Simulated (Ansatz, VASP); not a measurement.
**Ge2Sb2Te5: VASP beside Ansatz**

```
Ge Sb Te
1.0
     4.19609    0.00000    0.00000
    -2.09804    3.63392    0.00000
     0.00000    0.00000   16.68793
Ge Sb Te
2 2 5
Cartesian
  0.0000 2.4226 15.0093
  2.0980 1.2113 1.6787
  0.0000 0.0000 11.3794
  0.0000 0.0000 5.3085
  0.0000 0.0000 0.0000
  2.0980 1.2113 13.3669
  0.0000 2.4226 3.3210
  0.0000 2.4226 9.6637
  2.0980 1.2113 7.0242
```

Alike in both runs: functional LDA; k mesh 9 × 9 × 2; occupations gaussian, width 0.01 eV; no spin polarisation.

Ansatz relaxed the structure, and its values are those at the end. VASP's run is a single point on that final structure, the one shown.

|  | VASP | Ansatz |
| --- | --- | --- |
| version | VASP 6.6.1 | Ansatz 0.2.0 |
| potentials or method | VASP PAW LDA potentials, release 64 (Ge_d, Sb, Te), cutoff 520 eV | scalar-relativistic, plane waves, PAW |
| valence electrons in the cell | 68 | 138 |

VASP gave:

* gap on the k mesh at the Fermi level (eV): 0.04
* least direct gap on the mesh (eV): 0.04
* pressure (GPa): 0.0
* rms of the force components (eV/Å): 0.017

Q: Which values does Ansatz return?

A: gap on the k mesh at the Fermi level (eV): 0.07; least direct gap on the mesh (eV): 0.07; pressure (GPa): 0.0; rms of the force components (eV/Å): 0.001.

LDA's correlation is that of Perdew and Zunger in VASP and of Perdew and Wang (1992) in Ansatz. VASP's potentials hold 68 valence electrons a cell and Ansatz's 138, so a difference there can come from the potentials and not from the codes.

Neither program's run includes spin-orbit coupling.
